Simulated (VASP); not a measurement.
Write the native input for VASP 6.6.1 that does the following.

- Task: single point
- Functional: PBE
- Potentials or basis: VASP PAW PBE potentials, release 64 (Ti_sv, N)
- Cutoff: 520 eV
- k mesh: 13 × 13 × 13
- Occupations: fermi-dirac, width 0.1 eV
- Spin: no spin polarisation
- Dipole correction: no
- Further INCAR settings: ALGO = Normal; EDIFF = 1e-06; NBANDS = 16

The structure of TiN (Osbornite) lies in POSCAR:

```
TiN
1.0
    0.0000000000      2.1235713961      2.1235713961
    2.1235713961      0.0000000000      2.1235713961
    2.1235713961      2.1235713961      0.0000000000
Ti N
1 1
Direct
    0.0000000000      0.0000000000      0.0000000000
    0.5000000000      0.5000000000      0.5000000000
```

These files were run (other wordings do the same):

INCAR

```
SYSTEM = TiN
PREC = Accurate
ENCUT = 520
EDIFF = 1E-6
ISMEAR = -1
SIGMA = 0.1
LREAL = .FALSE.
LASPH = .TRUE.
NELM = 60
ALGO = Normal
ISIF = 2
LWAVE = .FALSE.
LCHARG = .FALSE.
GGA = PE
NBANDS = 16
```

KPOINTS

```
Automatic mesh
0
G
  13 13 13
  0 0 0
```

Potentials or basis: VASP PAW PBE potentials, release 64 (Ti_sv, N).

Run with:

```console
$ cat potpaw_PBE.64/Ti_sv/POTCAR potpaw_PBE.64/N/POTCAR > POTCAR
$ mpirun -np 1 vasp_std > vasp.out
```

Results of the run:

* Pressure: 0.5 GPa

It took 10 s on 1 thread of Intel(R) Xeon(R) 6975P-C (Granite Rapids), with other jobs on the host, peak memory 0.15 GiB.
